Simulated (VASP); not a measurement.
# Li7Ti9Ga4 (P1) in VASP: further runs

Runs on Li7Ti9Ga4. Level: r2SCAN. Tasks: single point.

All numbers are computed with VASP 6.6.1; they aren't measurements. Logs are shortened: lines on timing, memory, paths and dates and some standing lists are left out, and cuts for length are marked.

## (1) The cell of the first run

The typed cell holds 20 atoms: a = 7.240 Å, b = 7.105 Å, c = 6.568 Å, α = 88.86°, β = 88.37°, γ = 72.63°.

## (2) Single point, r2SCAN

File POSCAR:

```
Li7Ti9Ga4
1.0
   -5.4813118607      4.4321040216     -1.6502965373
   -5.4063030147     -1.6133700620      4.3178569095
    2.0177610929      4.4390778024      4.3998395362
Li Ti Ga
7 9 4
Direct
    0.4658579809      0.5090259564      0.0048582600
    0.6395441322      0.1265760939      0.1028556044
    0.7140964898      0.6690242314      0.2174638194
    0.8036824351      0.2806915894      0.3390071829
    0.2810423782      0.7939681980      0.2928050319
    0.0455012481      0.1032506518      0.5803206336
    0.9064803929      0.8749045904      0.3636993953
    0.0803651318      1.0050393903      0.9676172528
    0.2031039709      0.2302036420      0.2062798294
    0.3825511691      0.4100067115      0.4049034970
    0.4590827503     -0.0161147421      0.5231424001
    0.6077342970      0.5797105488      0.6210141404
    0.2650651291      0.2972804143      0.7917866111
    0.8310294986      0.7967598644      0.7912937123
    0.8696781914      0.3865775909      0.9022856129
    0.4559561645      0.9097659229      0.9205215745
    0.0927445009      0.6090678670      0.0763364939
   -0.0034747149      0.5022576406      0.5168834659
    0.6601393474      0.1862770476      0.7042637051
    0.2267982493      0.7201258380      0.6843725205
```

File INCAR.step1:

```
SYSTEM = Li7Ti9Ga4
PREC = Accurate
ENCUT = 520
ISMEAR = 0
SIGMA = 0.1
LREAL = Auto
LASPH = .True.
NELM = 100
NBANDS = 106
ISYM = 0
GGA = PE
ALGO = Normal
EDIFF = 1E-4
LWAVE = .True.
LCHARG = .False.
```

File INCAR.step2:

```
SYSTEM = Li7Ti9Ga4
PREC = Accurate
ENCUT = 520
EDIFF = 1E-7
ISMEAR = 0
SIGMA = 0.1
LREAL = Auto
LASPH = .True.
NELM = 100
ALGO = Normal
ISIF = 2
LWAVE = .False.
LCHARG = .False.
METAGGA = R2SCAN
LMIXTAU = .True.
NBANDS = 106
ISYM = 0
ISTART = 1
```

File KPOINTS:

```
Automatic mesh
0
Gamma
  2 2 2
  0.5 0.5 0.5
```

Potentials or basis: VASP PAW PBE potentials, release 64 (Li_sv, Ti_sv, Ga_d).

Run with:

```console
> cat potpaw_PBE.64/Li_sv/POTCAR potpaw_PBE.64/Ti_sv/POTCAR potpaw_PBE.64/Ga_d/POTCAR > POTCAR
> cp INCAR.step1 INCAR
> mpirun -np 1 vasp_std > vasp.out
> cp INCAR.step2 INCAR
> mpirun -np 1 vasp_std > vasp.out
```

OUTCAR:

```text
SYSTEM = Li7Ti9Ga4
   PREC = Accurate
   ENCUT = 520
   EDIFF = 1E-7
   ISMEAR = 0
   LREAL = Auto
   LASPH = .True.
   NELM = 100
   ISIF = 2
   METAGGA = R2SCAN
   ISYM = 0
   ISTART = 1

 ion  position               nearest neighbor table
   1  0.466  0.509  0.005-  17 2.61
   2  0.640  0.127  0.103-   4 2.44  16 2.64  19 2.65
   3  0.714  0.669  0.217-   7 2.52
   4  0.804  0.281  0.339-   6 2.43   2 2.44  18 2.70  19 2.74
   5  0.281  0.794  0.293-  17 2.62  11 2.65  20 2.66  10 2.70
   6  0.046  0.103  0.580-   4 2.43   8 2.62  20 2.73
   7  0.906  0.875  0.364-   3 2.52  18 2.71  17 2.72
   8  0.080  0.005  0.968-  16 2.61   9 2.61   6 2.62  15 2.72  20 2.73  17 2.86
   9  0.203  0.230  0.206-  10 2.48   8 2.61  17 2.70  13 2.80  18 2.90
  10  0.383  0.410  0.405-   9 2.48   5 2.70  12 2.74  18 2.75  13 2.83  20 2.84
  11  0.459  0.984  0.523-   5 2.65  19 2.65  16 2.65  12 2.82  13 2.86
  12  0.608  0.580  0.621-  20 2.66  15 2.73  10 2.74  19 2.75  18 2.77  14 2.81  11 2.82
  13  0.265  0.297  0.792-  18 2.75  19 2.78   9 2.80  16 2.81  15 2.82  10 2.83  11 2.86  17 2.89

  14  0.831  0.797  0.791-  16 2.71  19 2.73  17 2.73  18 2.76  12 2.81  20 2.82
  15  0.870  0.387  0.902-   8 2.72  12 2.73  19 2.74  13 2.82  17 2.85  18 2.86
  16  0.456  0.910  0.921-   8 2.61   2 2.64  11 2.65  14 2.71  13 2.81
  17  0.093  0.609  0.076-   1 2.61   5 2.62   9 2.70   7 2.72  14 2.73  15 2.85   8 2.86  13 2.89
                            20 2.90
  18  0.997  0.502  0.517-   4 2.70   7 2.71  13 2.75  10 2.75  14 2.76  12 2.77  20 2.85  15 2.86
                             9 2.90
  19  0.660  0.186  0.704-  11 2.65   2 2.65  14 2.73  15 2.74   4 2.74  12 2.75  13 2.78
  20  0.227  0.720  0.684-   5 2.66  12 2.66   8 2.73   6 2.73  14 2.82  10 2.84  18 2.85  17 2.90

IMPORTANT INFORMATION: All symmetrisations will be switched off!
NOSYMM: (Re-)initialisation of all symmetry stuff for point group C_1.

----------------------------------------------------------------------------------------

                                     Primitive cell

  volume of cell :     322.2447

  direct lattice vectors                    reciprocal lattice vectors
    -5.481311861  4.432104022 -1.650296537    -0.081509095  0.100852773 -0.064372217
    -5.406303015 -1.613370062  4.317856909    -0.083248361 -0.064506848  0.103259725
     2.017761093  4.439077802  4.399839536     0.051124667  0.101132852  0.101800539

  length of vectors
     7.239599743  7.104573424  6.567751480     0.144771533  0.147492352  0.152331662

  position of ions in fractional coordinates (direct lattice)
     0.465857981  0.509025956  0.004858260
     0.639544132  0.126576094  0.102855604
     0.714096490  0.669024231  0.217463819
     0.803682435  0.280691589  0.339007183
     0.281042378  0.793968198  0.292805032
     0.045501248  0.103250652  0.580320634
[... 12 lines left out ...]
     0.660139347  0.186277048  0.704263705
     0.226798249  0.720125838  0.684372520

  ion indices of the primitive-cell ions
   primitive index   ion index
                 1           1
                 2           2
                 3           3
                 4           4
                 5           5
                 6           6
[... 12 lines left out ...]
                19          19
                20          20

----------------------------------------------------------------------------------------

 KPOINTS: Automatic mesh

Automatic generation of k-mesh.
 Grid dimensions read from file:
 generate k-points for:    2    2    2

 Generating k-lattice:

  Cartesian coordinates                     Fractional coordinates (reciprocal lattice)
    -0.040754548  0.050426387 -0.032186109     0.500000000  0.000000000  0.000000000
    -0.041624180 -0.032253424  0.051629863     0.000000000  0.500000000  0.000000000
     0.025562334  0.050566426  0.050900269     0.000000000  0.000000000  0.500000000

  Length of vectors
     0.072385767  0.073746176  0.076165831

  Shift w.r.t. Gamma in fractional coordinates (k-lattice)
     0.500000000  0.500000000  0.500000000

 Subroutine IBZKPT returns following result:
 ===========================================

 Found      4 irreducible k-points:

 Following reciprocal coordinates:
            Coordinates               Weight
  0.250000  0.250000  0.250000      2.000000
 -0.250000  0.250000  0.250000      2.000000
  0.250000 -0.250000  0.250000      2.000000
 -0.250000 -0.250000  0.250000      2.000000
   k-points           NKPTS =      4   k-points in BZ     NKDIM =      4   number of bands    NBANDS=    106
   number of dos      NEDOS =    301   number of ions     NIONS =     20
   total plane-waves  NPLWV = 145800
   dimension x,y,z NGX =    54 NGY =   54 NGZ =   50
   dimension x,y,z NGXF=   108 NGYF=  108 NGZF=  100
   ions per type =               7   9   4
   NGX,Y,Z   is equivalent  to a cutoff of  12.40, 12.64, 12.66 a.u.
   NGXF,Y,Z  is equivalent  to a cutoff of  24.80, 25.27, 25.31 a.u.
 SYSTEM =  Li7Ti9Ga4
   PREC   = accura    normal or accurate (medium, high low for compatibility)
   ISTART =      1    job   : 0-new  1-cont  2-samecut
   ICHARG =      0    charge: 1-file 2-atom 10-const
   ISPIN  =      1    spin polarized calculation?
   LNONCOLLINEAR =      F non collinear calculations
   LSORBIT =      F    spin-orbit coupling
   LASPH  =      T    aspherical Exc in radial PAW
   ENCUT  =  520.0 eV  38.22 Ry    6.18 a.u.  13.46 13.21 12.21*2*pi/ulx,y,z
   NELM   =    100;   NELMIN=  2; NELMDL=  0     # of ELM steps
   EDIFF  = 0.1E-06   stopping-criterion for ELM
   LREAL  =      T    real-space projection
   EDIFFG = 0.1E-05   stopping-criterion for IOM
   NSW    =      0    number of steps for IOM
   IBRION =     -1    ionic relax: 0-MD 1-quasi-New 2-CG
   NFREE  =      0    steps in history (QN), initial steepest desc. (CG)
   ISIF   =      2    stress and relaxation
   ISYM   =      0    0-nonsym 1-usesym 2-fastsym
   POTIM  = 0.5000    time-step for ionic-motion
   TEBEG  =    0.0;   TEEND  =   0.0 temperature during run
   PSTRESS=    0.0 pullay stress
   NELECT =     181.0000    total number of electrons
   NUPDOWN=      -1.0000    fix difference up-down
   EMIN   =  10.00;   EMAX   =-10.00  energy-range for DOS
   EFERMI =   0.00;   METHOD = LEGACY
   ISMEAR =     0;   SIGMA  =   0.10  broadening in eV -4-tet -1-fermi 0-gaus
   EFERMI_NEDOS =   21; number of points for ismear=-14 and -15
   IALGO  =     38    algorithm
   IMIX   =      4    mixing-type and parameters
     AMIX     =   0.40;   BMIX     =  1.00
     AMIX_MAG =   1.60;   BMIX_MAG =  1.00
  volume/ion in A,a.u.               =      16.11       108.73
  Fermi-wavevector in a.u.,A,eV,Ry     =   1.350742  2.552532 24.823887  1.824504
  Thomas-Fermi vector in A             =   2.478221
   LORBIT       =      0    0 simple, 1 ext, 2 COOP (PROOUT), +10 PAW based schemes
   METAGGA = R2SCAN    functional components
   LHFCALC =     F    Hartree Fock is set to
   AEXX    =    0.0000 exact exchange contribution
   IVDW    =     0    specifies the selected vdW correction
   LEPSILON=     F    determine dielectric tensor
   LRPA    =     F    only Hartree local field effects (RPA)
 non-spin polarized calculation
 Gauss-broadening in eV      SIGMA  =   0.10
  energy-cutoff  :      520.00
  volume of cell :      322.24
 maximum number of plane-waves:      8686
 NGX is ok and might be reduce to    54

 number of electron     181.0000026 magnetization

 Free energy of the ion-electron system (eV)
  ---------------------------------------------------
  ext. energy  EPLUGINS =         0.00000000
  ---------------------------------------------------
  free energy    TOTEN  =      -179.20571903 eV

  energy without entropy =     -179.13666598  energy(sigma->0) =     -179.17119250

 E-fermi :   5.6948     XC(G=0): -11.2741

 val. band max:        5.6947355034   @ k =   0.2500  -0.2500   0.2500
 cond. band min:       5.7331648551   @ k =   0.2500   0.2500   0.2500
 fundamental gap:      0.0384293517
 Fermi energy:         5.6947758834

 k-point     1 :       0.2500    0.2500    0.2500
  band No.  band energies     occupation
      1     -53.4600      2.00000
      2     -53.4300      2.00000
      3     -53.4236      2.00000
      4     -53.3295      2.00000
      5     -53.3016      2.00000
      6     -53.2556      2.00000
[... 94 lines left out ...]
    101       6.9276      0.00000
    102       7.0666      0.00000

 k-point     2 :      -0.2500    0.2500    0.2500
  band No.  band energies     occupation
      1     -53.4586      2.00000
      2     -53.4327      2.00000
      3     -53.4229      2.00000
      4     -53.3281      2.00000
      5     -53.3021      2.00000
      6     -53.2577      2.00000
[... 94 lines left out ...]
    101       6.9251      0.00000
    102       7.2025      0.00000

 k-point     3 :       0.2500   -0.2500    0.2500
  band No.  band energies     occupation
      1     -53.4585      2.00000
      2     -53.4329      2.00000
      3     -53.4228      2.00000
      4     -53.3288      2.00000
      5     -53.3022      2.00000
      6     -53.2542      2.00000
[... 94 lines left out ...]
    101       6.9379      0.00000
    102       7.0138      0.00000

 k-point     4 :      -0.2500   -0.2500    0.2500
  band No.  band energies     occupation
      1     -53.4602      2.00000
      2     -53.4299      2.00000
      3     -53.4237      2.00000
      4     -53.3283      2.00000
      5     -53.3023      2.00000
      6     -53.2562      2.00000
[... 94 lines left out ...]
    101       7.0058      0.00000
    102       7.1228      0.00000
 [bands above 102 left out]

------------------------ aborting loop because EDIFF is reached ----------------------------------------

  FORCE on cell =-STRESS in cart. coord.  units (eV):
  Direction    XX          YY          ZZ          XY          YZ          ZX
  --------------------------------------------------------------------------------------
  -------------------------------------------------------------------------------------
  Total        0.2862878      0.2338622      0.0793717     -0.0184658     -0.0302413     -0.0017178
  in kB        1.4234023      1.1627461      0.3946302     -0.0918108     -0.1503577     -0.0085409
  external PRESSURE =       0.9935929 kB  Pullay stress =       0.0000000 kB

 VOLUME and BASIS-vectors are now :
 -----------------------------------------------------------------------------
  energy-cutoff  :      520.00
  volume of cell :      322.24
      direct lattice vectors                 reciprocal lattice vectors
    -5.481311861  4.432104022 -1.650296537    -0.081509095  0.100852773 -0.064372217
    -5.406303015 -1.613370062  4.317856909    -0.083248361 -0.064506848  0.103259725
     2.017761093  4.439077802  4.399839536     0.051124667  0.101132852  0.101800539

 POSITION                                       TOTAL-FORCE (eV/Angst)
 -----------------------------------------------------------------------------------
     -5.29566      1.26505      1.45047        -0.043792     -0.011762      0.003739
     -3.98231      3.08690     -0.05635         0.026478      0.014681     -0.053783
     -7.09234      3.05091      2.66709        -0.005825      0.035821     -0.034060
     -5.23870      4.61402      1.37725         0.020477     -0.016135      0.054380
     -5.24210      1.26443      4.25273         0.002807      0.016446     -0.018724
      0.36334      2.61117      2.92405         0.010822     -0.070543      0.045157
[... 12 lines left out ...]
     -3.20446      5.75155      2.81354        -0.007267      0.009549     -0.008387
     -3.75547      2.88135      5.74625         0.002024     -0.008259     -0.018539
 -----------------------------------------------------------------------------------
    total drift:                               -0.062836     -0.012988      0.043039

  FREE ENERGIE OF THE ION-ELECTRON SYSTEM (eV)
  ---------------------------------------------------
  free  energy   TOTEN  =      -179.2057190263 eV

  energy  without entropy=     -179.1366659773  energy(sigma->0) =     -179.17119250
```

It took 11 min on 1 thread of Intel Xeon 6975P-C (Granite Rapids), shared host; peak memory 0.45 GiB.

Results:

| Property | Result |
| --- | --- |
| Free energy | -179.2057 eV |
| Largest force | 0.084 eV/Å |
| Band gap on the k mesh | zero (an odd number of electrons rules out a gap without spin polarisation) |

Forces in eV/Å, atoms in the order of the input:
```
Li  -0.044 -0.012  0.004
Li   0.026  0.015 -0.054
Li  -0.006  0.036 -0.034
Li   0.020 -0.016  0.054
Li   0.003  0.016 -0.019
Li   0.011 -0.071  0.045
Li   0.003  0.002  0.007
Ti   0.056 -0.026  0.023
Ti   0.012  0.009  0.004
Ti  -0.023  0.027 -0.005
Ti  -0.037 -0.027 -0.014
Ti   0.011 -0.014 -0.010
Ti  -0.012  0.010 -0.014
Ti   0.000 -0.010  0.001
Ti   0.009  0.018  0.003
Ti  -0.020  0.041  0.030
Ga  -0.006  0.017  0.010
Ga   0.001 -0.016 -0.004
Ga  -0.007  0.010 -0.008
Ga   0.002 -0.008 -0.019
```

Levels at points of the mesh, in eV from the Fermi level:
| k point | band 89 | band 90 | band 91 | band 92 | band 93 | band 94 |
| --- | --- | --- | --- | --- | --- | --- |
| (0.25, 0.25, 0.25) | -0.25 | -0.22 | 0.04 | 0.19 | 0.31 | 0.49 |

Caveat: the k points lie up to 0.48 Å⁻¹ apart, too coarse for converged energies and pressures of a metal; the cutoff is under 1.25 times the usual one of these potentials, so pressure, stress and relaxed cells hold a basis-set (Pulay) error; the PAW data sets were made with another functional, which shifts forces and pressure a little.

## (3) Single point, r2SCAN

This run uses another cell than the first one, of the same volume but with other edges.

File POSCAR:

```
Li7Ti9Ga4
1.0
   -4.8420050555      5.3949280625     -1.1497643220
   -4.8743368016     -1.4376401299      4.6282958772
    1.1428076868      5.2614726475      4.4625087161
Li Ti Ga
7 9 4
Direct
    0.1451849875      0.5975947392      0.0488051136
    0.7675502305      0.2767597014      0.3031751566
    0.3964542676      0.4005427354      0.4354410608
    0.5231529738      0.0030359049      0.4511170744
    0.5418820887      0.5979544258      0.6196406338
    0.3416602683      0.2905875254      0.8212863412
    0.3571586342      0.9268857234      0.8588538528
   -0.0735205310      1.0077343706      1.0068939647
    0.5594961640      0.4555153415      0.0264355803
    0.1557986613      0.1991625027      0.2565446833
    0.7369303162      0.6707656421      0.2138122947
    0.3166638763      0.7748423190      0.2471945725
    0.0028135807      0.5155504631      0.5018551911
    0.7810908007      0.2013821408      0.6927748933
    0.1306638802      0.7727757883      0.6656118050
    0.7488055216      0.7724668411      0.8180567856
    0.5418227974      0.0636573109      0.0699625527
    0.1589297850      0.1526461912      0.6354602758
    0.9131575939      0.9058207281      0.4028220762
    0.9535693701      0.4077921550      0.9167486848
```

File INCAR.step1:

```
SYSTEM = Li7Ti9Ga4
PREC = Accurate
ENCUT = 520
ISMEAR = 0
SIGMA = 0.1
LREAL = Auto
LASPH = .TRUE.
NELM = 60
ISYM = 0
NBANDS = 106
GGA = PE
ALGO = Normal
EDIFF = 1E-4
LWAVE = .TRUE.
LCHARG = .FALSE.
```

File INCAR.step2:

```
SYSTEM = Li7Ti9Ga4
PREC = Accurate
ENCUT = 520
EDIFF = 1E-6
ISMEAR = 0
SIGMA = 0.1
LREAL = Auto
LASPH = .TRUE.
NELM = 60
ALGO = Normal
ISIF = 2
LWAVE = .FALSE.
LCHARG = .FALSE.
METAGGA = R2SCAN
LMIXTAU = .TRUE.
ISYM = 0
NBANDS = 106
ISTART = 1
```

KPOINTS is that of step 2.

Potentials or basis: VASP PAW PBE potentials, release 64 (Li_sv, Ti_sv, Ga_d).

Run with:

```console
> cat potpaw_PBE.64/Li_sv/POTCAR potpaw_PBE.64/Ti_sv/POTCAR potpaw_PBE.64/Ga_d/POTCAR > POTCAR
> cp INCAR.step1 INCAR
> mpirun -np 1 vasp_std > vasp.out
> cp INCAR.step2 INCAR
> mpirun -np 1 vasp_std > vasp.out
```

It took 9.8 min on 1 thread of Intel Xeon 6975P-C (Granite Rapids), shared host; peak memory 0.48 GiB.

Results (log left out):

* Free energy: -179.4289 eV
* Largest force: 0.056 eV/Å
* Band gap on the k mesh: zero (an odd number of electrons rules out a gap without spin polarisation)

Forces in eV/Å, atoms in the order of the input:
```
Li  -0.017 -0.053 -0.003
Li  -0.017  0.010 -0.016
Li   0.042 -0.033 -0.014
Li  -0.005  0.029 -0.025
Li  -0.016  0.012 -0.003
Li   0.009  0.006  0.041
Li   0.046 -0.009 -0.026
Ti  -0.017  0.025  0.013
Ti   0.017 -0.014 -0.010
Ti  -0.013 -0.002  0.011
Ti  -0.008  0.006  0.017
Ti  -0.002  0.002 -0.004
Ti  -0.003  0.015  0.025
Ti   0.006 -0.034 -0.001
Ti  -0.003  0.033 -0.002
Ti   0.017 -0.022 -0.007
Ga  -0.005  0.006  0.018
Ga  -0.027  0.041 -0.018
Ga   0.004 -0.031  0.005
Ga  -0.010  0.014 -0.004
```

Levels at points of the mesh, in eV from the Fermi level:
| k point | band 87 | band 88 | band 89 | band 90 | band 91 | band 92 | band 93 | band 94 |
| --- | --- | --- | --- | --- | --- | --- | --- | --- |
| (0.25, 0.25, 0.25) | -0.44 | -0.35 | -0.25 | -0.20 | 0.06 | 0.10 | 0.27 | 0.34 |

Caveat: the k points lie up to 0.48 Å⁻¹ apart, too coarse for converged energies and pressures of a metal; the cutoff is under 1.25 times the usual one of these potentials, so pressure, stress and relaxed cells hold a basis-set (Pulay) error; the PAW data sets were made with another functional, which shifts forces and pressure a little.

The gap in the log of VASP goes by the Fermi energy; the results here count the filled bands.